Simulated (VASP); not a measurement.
Set up this calculation in VASP 6.6.1, as the native input.

| Item | Value |
| --- | --- |
| Task | single point |
| Functional | PBE |
| Potentials or basis | VASP PAW PBE potentials, release 64 (Hf_pv, B) |
| Cutoff | 500 eV |
| k mesh | 4 × 4 × 4 |
| Occupations | gaussian, width 0.1 eV |
| Spin | no spin polarisation |
| Dipole correction | no |
| Further INCAR settings | ALGO = Normal; EDIFF = 1e-06; NBANDS = 14 |

The structure of HfB lies in POSCAR:

```
HfB
1.0
    0.0000000000      2.3100000000      2.3100000000
    2.3100000000      0.0000000000      2.3100000000
    2.3100000000      2.3100000000      0.0000000000
Hf B
1 1
Direct
    0.5000000000      0.5000000000      0.5000000000
    0.0000000000      0.0000000000      0.0000000000
```

The input as run:

INCAR

```
SYSTEM = HfB
  PREC = Accurate
  ENCUT = 500
  EDIFF = 1E-6
  ISMEAR = 0
  SIGMA = 0.1
  LREAL = .FALSE.
  LASPH = .TRUE.
  NELM = 120
  ALGO = Normal
  ISIF = 2
  LWAVE = .FALSE.
  LCHARG = .FALSE.
  GGA = PE
  NBANDS = 14
  GGA_COMPAT = .FALSE.
```

KPOINTS

```
regular mesh
0
G
  4 4 4
  0 0 0
```

Potentials or basis: VASP PAW PBE potentials, release 64 (Hf_pv, B).

Run with:

```bash
$ cat potpaw_PBE.64/Hf_pv/POTCAR potpaw_PBE.64/B/POTCAR > POTCAR
$ mpirun -np 1 vasp_std > vasp.out
```

Results of the run:

- Pressure: 32.6 GPa

Caveat: the k points lie up to 0.59 Å⁻¹ apart.

It took 5.2 s on 1 thread of Intel(R) Xeon(R) Platinum 8375C CPU @ 2.90GHz (Ice Lake), on a shared host, peak memory 0.13 GiB.
